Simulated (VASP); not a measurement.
# GaSb3 (C2/m) in VASP: a series of runs

Runs on GaSb3. Level: LDA. Tasks: single point.

All numbers are computed with VASP 6.6.1; they aren't measurements. Logs are shortened: lines on timing, memory, paths and dates and some standing lists are left out, and cuts for length are marked.

## 1. The cell of the first run

The structure is monoclinic, space group C2/m (No. 12). Conventional cell: a = 6.714 Å, b = 7.244 Å, c = 4.870 Å, α = 90.00°, β = 131.97°, γ = 90.00°. Ga (site symmetry 2/m) has 14 Sb at 3.03 to 3.62 Å within 4.0 Å. Sb (site symmetry 2) has 4 Ga at 3.03 to 3.09 Å and 10 Sb at 3.03 to 3.62 Å within 4.0 Å. Within 4.0 Å of Sb (site symmetry 2/m) lie 8 Sb at 3.03 to 3.09 Å and 6 Ga at 3.36 to 3.62 Å.

## 2. Single point, LDA (engineering shear strain xz -0.0267, normal strain along z -0.0733)

The input, INCAR:

```
  PREC = Accurate
  ENCUT = 520
  EDIFF = 1E-7
  ISMEAR = 0
  SIGMA = 0.15
  LREAL = False
  LASPH = True
  NELM = 80
  ALGO = Normal
  ISIF = 2
  LWAVE = False
  LCHARG = False
  NBANDS = 22
```

The input, KPOINTS:

```
regular mesh
0
Gamma
  10 10 10
```

The input, POSCAR:

```
GaSb3
1.0
   -0.0483537151      3.6220011279      3.3565084452
    3.5736474128      0.0000000000      3.3081547302
    3.6220011279      3.6220011279     -0.0483537151
Ga Sb
1 3
Direct
    0.0000000000      0.0000000000      0.0000000000
    0.2500000000      0.2500000000      0.2500000000
    0.7500000000      0.7500000000      0.7500000000
    0.5000000000      0.5000000000      0.5000000000
```

Potentials or basis: VASP PAW LDA potentials, release 64 (Ga_d, Sb).

Launch:

```
cat potpaw_LDA.64/Ga_d/POTCAR potpaw_LDA.64/Sb/POTCAR > POTCAR
mpirun -np 1 vasp_std > vasp.out
```

OUTCAR:

```text
PREC = Accurate
   ENCUT = 520
   EDIFF = 1E-7
   ISMEAR = 0
   LREAL = False
   LASPH = True
   NELM = 80
   ISIF = 2

 ion  position               nearest neighbor table
   1  0.000  0.000  0.000-   2 3.03   3 3.03   3 3.03   2 3.03   3 3.09   2 3.09   3 3.09   2 3.09

   2  0.250  0.250  0.250-   1 3.03   4 3.03   1 3.03   4 3.03   1 3.09   4 3.09   1 3.09   4 3.09
                             3 3.36   3 3.36   3 3.62   3 3.62   3 3.62   3 3.62
   3  0.750  0.750  0.750-   1 3.03   4 3.03   4 3.03   1 3.03   4 3.09   1 3.09   4 3.09   1 3.09
                             2 3.36   2 3.36   2 3.62   2 3.62   2 3.62   2 3.62
   4  0.500  0.500  0.500-   2 3.03   3 3.03   2 3.03   3 3.03   2 3.09   3 3.09   2 3.09   3 3.09

  LATTYP: Found a base centered monoclinic cell.
 ALAT       =     6.7137134359
 B/A-ratio  =     1.0789859181
 C/A-ratio  =     0.7253495264
 COS(beta)  =    -0.6686809500

  Lattice vectors:

 A1 = (   0.0483537151,  -3.6220011279,  -3.3565084452)
 A2 = (   0.0483537151,   3.6220011279,  -3.3565084453)
 A3 = (   3.5736474128,   0.0000000000,   3.3081547302)

Analysis of symmetry for initial positions (statically):
=====================================================================
 Subroutine PRICEL returns:
 Original cell was already a primitive cell.

 Routine SETGRP: Setting up the symmetry group for a
 base centered monoclinic supercell.

 Subroutine GETGRP returns: Found  4 space group operations
 (whereof  4 operations were pure point group operations)
 out of a pool of  4 trial point group operations.

The static configuration has the point symmetry C_2h.

Analysis of symmetry for dynamics (positions and initial velocities):
=====================================================================
 Subroutine PRICEL returns:
 Original cell was already a primitive cell.

 Routine SETGRP: Setting up the symmetry group for a
 base centered monoclinic supercell.

 Subroutine GETGRP returns: Found  4 space group operations
 (whereof  4 operations were pure point group operations)
 out of a pool of  4 trial point group operations.

The dynamic configuration has the point symmetry C_2h.

 Subroutine INISYM returns: Found  4 space group operations
 (whereof  4 operations are pure point group operations),
 and found     1 'primitive' translations

----------------------------------------------------------------------------------------

[... 96 lines left out ...]
   EDIFF  = 0.1E-06   stopping-criterion for ELM
   LREAL  =      F    real-space projection
   EDIFFG = 0.1E-05   stopping-criterion for IOM
   NSW    =      0    number of steps for IOM
   IBRION =     -1    ionic relax: 0-MD 1-quasi-New 2-CG
   NFREE  =      0    steps in history (QN), initial steepest desc. (CG)
   ISIF   =      2    stress and relaxation
   ISYM   =      2    0-nonsym 1-usesym 2-fastsym
   POTIM  = 0.5000    time-step for ionic-motion
   TEBEG  =    0.0;   TEEND  =   0.0 temperature during run
   PSTRESS=    0.0 pullay stress
   NELECT =      28.0000    total number of electrons
   NUPDOWN=      -1.0000    fix difference up-down
   EMIN   =  10.00;   EMAX   =-10.00  energy-range for DOS
   EFERMI =   0.00;   METHOD = LEGACY
   ISMEAR =     0;   SIGMA  =   0.15  broadening in eV -4-tet -1-fermi 0-gaus
   EFERMI_NEDOS =   21; number of points for ismear=-14 and -15
   IALGO  =     38    algorithm
   IMIX   =      4    mixing-type and parameters
     AMIX     =   0.40;   BMIX     =  1.00
     AMIX_MAG =   1.60;   BMIX_MAG =  1.00
  volume/ion in A,a.u.               =      22.01       148.55
  Fermi-wavevector in a.u.,A,eV,Ry     =   1.117422  2.111621 16.988656  1.248631
  Thomas-Fermi vector in A             =   2.254044
   LORBIT       =      0    0 simple, 1 ext, 2 COOP (PROOUT), +10 PAW based schemes
   GGA     = CA    functional components
   LHFCALC =     F    Hartree Fock is set to
   AEXX    =    0.0000 exact exchange contribution
   IVDW    =     0    specifies the selected vdW correction
   LEPSILON=     F    determine dielectric tensor
   LRPA    =     F    only Hartree local field effects (RPA)
 non-spin polarized calculation
 Gauss-broadening in eV      SIGMA  =   0.15
  energy-cutoff  :      520.00
  volume of cell :       88.05
 maximum number of plane-waves:      2394
 NGX is ok and might be reduce to    40
   NGX = 19   NGY = 19   NGZ = 19

 number of electron      28.0000001 magnetization

 Free energy of the ion-electron system (eV)
  ---------------------------------------------------
  ext. energy  EPLUGINS =         0.00000000
  ---------------------------------------------------
  free energy    TOTEN  =       -17.15119317 eV

  energy without entropy =      -17.12927512  energy(sigma->0) =      -17.14023415

 E-fermi :   9.4328     XC(G=0): -11.1059

 val. band max:        9.4275595822   @ k =   0.0000   0.4000   0.3000
 cond. band min:       9.4347232015   @ k =   0.3000  -0.2000   0.4000
 fundamental gap:      0.0071636193
 Fermi energy:         9.4328147344

 k-point     1 :       0.0000    0.0000    0.0000
  band No.  band energies     occupation
      1      -5.5374      2.00000
      2      -5.5372      2.00000
      3      -5.5294      2.00000
      4      -5.5204      2.00000
      5      -5.5052      2.00000
      6      -4.3386      2.00000
[... 589 lines left out ...]
     21      16.1236      0.00000
     22      16.1690      0.00000

 [... further k-points ...]

------------------------ aborting loop because EDIFF is reached ----------------------------------------

  FORCE on cell =-STRESS in cart. coord.  units (eV):
  Direction    XX          YY          ZZ          XY          YZ          ZX
  --------------------------------------------------------------------------------------
  -------------------------------------------------------------------------------------
  Total        3.3780317      3.5091166      4.3032901      0.0000000     -0.0000000      0.6821279
  in kB       61.4671303     63.8523678     78.3032578      0.0000000     -0.0000000     12.4120935
  external PRESSURE =      67.8742519 kB  Pullay stress =       0.0000000 kB

 VOLUME and BASIS-vectors are now :
 -----------------------------------------------------------------------------
  energy-cutoff  :      520.00
  volume of cell :       88.05
      direct lattice vectors                 reciprocal lattice vectors
    -0.048353715  3.622001128  3.356508445    -0.136082734  0.138045236  0.147003919
     3.573647413  0.000000000  3.308154730     0.140060846 -0.138045236  0.150982031
     3.622001128  3.622001128 -0.048353715     0.136082734  0.138045236 -0.147003919

 POSITION                                       TOTAL-FORCE (eV/Angst)
 -----------------------------------------------------------------------------------
      0.00000      0.00000      0.00000         0.000000      0.000000      0.000000
      1.78682      1.81100      1.65408         0.000000     -0.109055      0.000000
      5.36047      5.43300      4.96223        -0.000000      0.109055     -0.000000
      3.57365      3.62200      3.30815         0.000000      0.000000      0.000000
 -----------------------------------------------------------------------------------
    total drift:                               -0.000000      0.000000      0.000000

  FREE ENERGIE OF THE ION-ELECTRON SYSTEM (eV)
  ---------------------------------------------------
  free  energy   TOTEN  =       -17.1511931695 eV

  energy  without entropy=      -17.1292751226  energy(sigma->0) =      -17.14023415
```

It took 5.7 min on 1 thread of Intel Xeon Platinum 8259CL at 2.50GHz (Skylake/Cascade Lake), shared host; peak memory 0.58 GiB.

Results:

- Free energy: -17.1512 eV
- Pressure: 6.8 GPa
- Largest force: 0.109 eV/Å
- Band gap on the k mesh: zero (bands 14 and 15 overlap by 4.65 eV)

Forces in eV/Å, atoms in the order of the input:
```
Ga   0.000  0.000  0.000
Sb   0.000 -0.109  0.000
Sb   0.000  0.109  0.000
Sb   0.000  0.000  0.000
```

Levels at points of the mesh, in eV from the Fermi level:
```csv
k point,band 10,band 11,band 12,band 13,band 14,band 15,band 16,band 17,band 18,band 19
"(0.00, 0.00, 0.00)",-2.97,-2.96,-2.91,-2.85,-2.85,-2.61,-1.25,-1.25,-0.11,2.95
"(0.50, 0.00, 0.00)",-4.31,-3.75,-3.30,-2.89,-0.01,0.34,1.91,2.64,2.70,3.41
"(0.00, 0.50, 0.00)",-4.40,-3.88,-3.37,-2.99,-0.13,0.25,1.98,2.77,2.88,3.64
"(0.50, 0.50, 0.00)",-6.27,-6.27,0.78,0.81,1.10,1.27,1.96,2.00,3.26,4.74
"(0.50, 0.00, 0.50)",-6.14,-5.93,0.64,1.24,1.47,1.73,2.20,2.21,2.98,3.91
"(0.00, 0.50, 0.50)",-6.12,-5.97,0.64,1.23,1.46,1.69,2.20,2.23,2.97,3.84
```

Caveat: the cell differs from its parent crystal (engineering shear strain xz -0.0267, normal strain along z -0.0733); the cell stands under pressure; spin-orbit coupling is left out, which moves the levels of the heavy elements.

## 3. Single point, LDA (engineering shear strain xz -0.0267, normal strain along z +0.1100)

The input, INCAR:

```
ALGO = Normal
EDIFF = 1E-6
ENCUT = 520
GGA = CA
ISIF = 2
ISMEAR = 0
LASPH = T
LCHARG = F
LREAL = F
LWAVE = F
NBANDS = 22
NELM = 100
PREC = Accurate
SIGMA = 0.15
```

The input, KPOINTS:

```
k-points
0
Gamma
  10 10 10
```

Edit POSCAR of step 2 so:

```diff
@@ -2,4 +2,4 @@
 1.0
-   -0.0483537151      3.6220011279      3.3565084452
-    3.5736474128      0.0000000000      3.3081547302
+   -0.0483537151      3.6220011279      4.0204212520
+    3.5736474128      0.0000000000      3.9720675369
     3.6220011279      3.6220011279     -0.0483537151
```

Potentials or basis: VASP PAW LDA potentials, release 64 (Ga_d, Sb).

Launch:

```
cat potpaw_LDA.64/Ga_d/POTCAR potpaw_LDA.64/Sb/POTCAR > POTCAR
mpirun -np 1 vasp_std > vasp.out
```

OUTCAR:

```text
EDIFF = 1E-6
   ENCUT = 520
   GGA = CA
   ISIF = 2
   ISMEAR = 0
   LASPH = T
   LREAL = F
   NELM = 100
   PREC = Accurate

 ion  position               nearest neighbor table
   1  0.000  0.000  0.000-   3 3.23   2 3.23   3 3.23   2 3.23   3 3.28   2 3.28   3 3.28   2 3.28

   2  0.250  0.250  0.250-   1 3.23   1 3.23   4 3.23   4 3.23   1 3.28   4 3.28   1 3.28   4 3.28
                             3 3.62   3 3.62   3 3.62   3 3.62
   3  0.750  0.750  0.750-   4 3.23   1 3.23   4 3.23   1 3.23   4 3.28   1 3.28   4 3.28   1 3.28
                             2 3.62   2 3.62   2 3.62   2 3.62
   4  0.500  0.500  0.500-   2 3.23   2 3.23   3 3.23   3 3.23   2 3.28   3 3.28   2 3.28   3 3.28

  LATTYP: Found a base centered monoclinic cell.
 ALAT       =     7.2446477491
 B/A-ratio  =     0.9999109007
 C/A-ratio  =     0.7375180812
 COS(beta)  =    -0.6588560634

  Lattice vectors:

 A1 = (  -3.6220011279,   3.6220011279,   0.0483537151)
 A2 = (  -3.6220011279,  -3.6220011279,   0.0483537151)
 A3 = (   3.5736474128,   0.0000000000,   3.9720675369)

Analysis of symmetry for initial positions (statically):
=====================================================================
 Subroutine PRICEL returns:
 Original cell was already a primitive cell.

 Routine SETGRP: Setting up the symmetry group for a
 base centered monoclinic supercell.

 Subroutine GETGRP returns: Found  4 space group operations
 (whereof  4 operations were pure point group operations)
 out of a pool of  4 trial point group operations.

The static configuration has the point symmetry C_2h.

Analysis of symmetry for dynamics (positions and initial velocities):
=====================================================================
 Subroutine PRICEL returns:
 Original cell was already a primitive cell.

 Routine SETGRP: Setting up the symmetry group for a
 base centered monoclinic supercell.

 Subroutine GETGRP returns: Found  4 space group operations
[... 124 lines left out ...]
   IALGO  =     38    algorithm
   IMIX   =      4    mixing-type and parameters
     AMIX     =   0.40;   BMIX     =  1.00
     AMIX_MAG =   1.60;   BMIX_MAG =  1.00
  volume/ion in A,a.u.               =      26.37       177.94
  Fermi-wavevector in a.u.,A,eV,Ry     =   1.052167  1.988307 15.062392  1.107055
  Thomas-Fermi vector in A             =   2.187239
   LORBIT       =      0    0 simple, 1 ext, 2 COOP (PROOUT), +10 PAW based schemes
   GGA     = CA    functional components
   LHFCALC =     F    Hartree Fock is set to
   AEXX    =    0.0000 exact exchange contribution
   IVDW    =     0    specifies the selected vdW correction
   LEPSILON=     F    determine dielectric tensor
   LRPA    =     F    only Hartree local field effects (RPA)
 non-spin polarized calculation
 Gauss-broadening in eV      SIGMA  =   0.15
  energy-cutoff  :      520.00
  volume of cell :      105.47
 maximum number of plane-waves:      2868
   NGX = 21   NGY = 19   NGZ = 19

 number of electron      28.0000002 magnetization

 Free energy of the ion-electron system (eV)
  ---------------------------------------------------
  ext. energy  EPLUGINS =         0.00000000
  ---------------------------------------------------
  free energy    TOTEN  =       -17.10415286 eV

  energy without entropy =      -17.07102498  energy(sigma->0) =      -17.08758892

 E-fermi :   7.1235     XC(G=0): -10.2954

 val. band max:        7.1145256535   @ k =   0.3000  -0.1000   0.1000
 cond. band min:       7.1235415129   @ k =   0.2000  -0.2000   0.3000
 fundamental gap:      0.0090158594
 Fermi energy:         7.1235136239

 k-point     1 :       0.0000    0.0000    0.0000
  band No.  band energies     occupation
      1      -7.7643      2.00000
      2      -7.7579      2.00000
      3      -7.7575      2.00000
      4      -7.7538      2.00000
      5      -7.7430      2.00000
      6      -5.2164      2.00000
[... 589 lines left out ...]
     21      11.6996      0.00000
     22      14.7743      0.00000

 [... further k-points ...]

------------------------ aborting loop because EDIFF is reached ----------------------------------------

  FORCE on cell =-STRESS in cart. coord.  units (eV):
  Direction    XX          YY          ZZ          XY          YZ          ZX
  --------------------------------------------------------------------------------------
  -------------------------------------------------------------------------------------
  Total       -2.9194911     -2.9893725     -3.6402788      0.0000000      0.0000000      0.0018359
  in kB      -44.3495031    -45.4110594    -55.2988683      0.0000000      0.0000000      0.0278888
  external PRESSURE =     -48.3531436 kB  Pullay stress =       0.0000000 kB

 VOLUME and BASIS-vectors are now :
 -----------------------------------------------------------------------------
  energy-cutoff  :      520.00
  volume of cell :      105.47
      direct lattice vectors                 reciprocal lattice vectors
    -0.048353715  3.622001128  4.020421252    -0.136406864  0.138045236  0.122724508
     3.573647413  0.000000000  3.972067537     0.139727944 -0.138045236  0.126045589
     3.622001128  3.622001128 -0.048353715     0.136406864  0.138045236 -0.122724508

 POSITION                                       TOTAL-FORCE (eV/Angst)
 -----------------------------------------------------------------------------------
      0.00000      0.00000      0.00000         0.000000      0.000000      0.000000
      1.78682      1.81100      1.98603         0.000000     -0.046024      0.000000
      5.36047      5.43300      5.95810        -0.000000      0.046024     -0.000000
      3.57365      3.62200      3.97207         0.000000      0.000000      0.000000
 -----------------------------------------------------------------------------------
    total drift:                               -0.000000      0.000000      0.000000

  FREE ENERGIE OF THE ION-ELECTRON SYSTEM (eV)
  ---------------------------------------------------
  free  energy   TOTEN  =       -17.1041528571 eV

  energy  without entropy=      -17.0710249833  energy(sigma->0) =      -17.08758892
```

OSZICAR:

```text
N       E                     dE             d eps       ncg     rms          rms(c)
DAV:   1     0.162243857486E+03    0.16224E+03   -0.11540E+04 12826   0.133E+03
DAV:   2    -0.926103258247E+00   -0.16317E+03   -0.15709E+03 13904   0.318E+02
DAV:   3    -0.166499586536E+02   -0.15724E+02   -0.15201E+02 15352   0.827E+01
DAV:   4    -0.171342038853E+02   -0.48425E+00   -0.48179E+00 13858   0.151E+01
DAV:   5    -0.171459185443E+02   -0.11715E-01   -0.11712E-01 15712   0.245E+00    0.321E+00
DAV:   6    -0.171155733027E+02    0.30345E-01   -0.38998E-02 15700   0.174E+00    0.176E+00
DAV:   7    -0.171045025385E+02    0.11071E-01   -0.22526E-02 14596   0.924E-01    0.156E-01
DAV:   8    -0.171041713031E+02    0.33124E-03   -0.16445E-03 14570   0.365E-01    0.643E-02
DAV:   9    -0.171041539266E+02    0.17376E-04   -0.12491E-04 14894   0.671E-02    0.125E-02
DAV:  10    -0.171041528523E+02    0.10743E-05   -0.12161E-05 14476   0.347E-02    0.498E-03
DAV:  11    -0.171041528571E+02   -0.47971E-08   -0.74789E-07  9034   0.750E-03
   1 F= -.17104153E+02 E0= -.17087589E+02  d E =-.331279E-01
```

stdout:

```text
POSCAR found type information on POSCAR GaSb
 POSCAR found :  2 types and       4 ions
 scaLAPACK will be used
 LDA part: xc-table for (Slater(with rela. corr.)+CA(PZ))
 , standard interpolation
 POSCAR, INCAR and KPOINTS ok, starting setup
 FFT: planning ... GRIDC
 FFT: planning ... GRID_SOFT
 FFT: planning ... GRID
 WAVECAR not read
 entering main loop
```

Run time: 12 min. Hardware: 1 thread of AMD EPYC 7R43 (Zen 3), shared host; peak memory 0.61 GiB.

What came out:

| Property | Result |
| --- | --- |
| Free energy | -17.1042 eV |
| Pressure | -4.8 GPa |
| Largest force | 0.046 eV/Å |
| Band gap on the k mesh | zero (bands 14 and 15 overlap by 3.96 eV) |

Forces in eV/Å, atoms in the order of the input:
```
Ga   0.000  0.000  0.000
Sb   0.000 -0.046  0.000
Sb   0.000  0.046  0.000
Sb   0.000  0.000  0.000
```

Levels at points of the mesh, in eV from the Fermi level:
```
           k point  band 10  band 11  band 12  band 13  band 14  band 15  band 16  band 17  band 18  band 19
(0.00, 0.00, 0.00)    -2.82    -2.67    -2.65    -2.23    -2.23    -2.02    -0.93    -0.22    -0.21     3.44
(0.50, 0.00, 0.00)    -3.51    -3.17    -2.60    -2.29    -0.42    -0.09     1.55     2.52     2.55     3.11
(0.00, 0.50, 0.00)    -3.46    -3.24    -2.61    -2.34    -0.44    -0.09     1.72     2.50     2.69     3.39
(0.50, 0.50, 0.00)    -4.84    -4.84     0.83     1.24     1.30     1.31     1.55     1.99     1.99     3.27
(0.50, 0.00, 0.50)    -5.20    -5.02     0.13     0.18     0.26     1.02     1.76     2.37     2.63     3.99
(0.00, 0.50, 0.50)    -5.19    -5.03     0.04     0.10     0.41     1.06     1.75     2.36     2.64     3.94
```

Caveat: the cell differs from its parent crystal (engineering shear strain xz -0.0267, normal strain along z +0.1100); the cell stands under tension; spin-orbit coupling is left out, which moves the levels of the heavy elements.
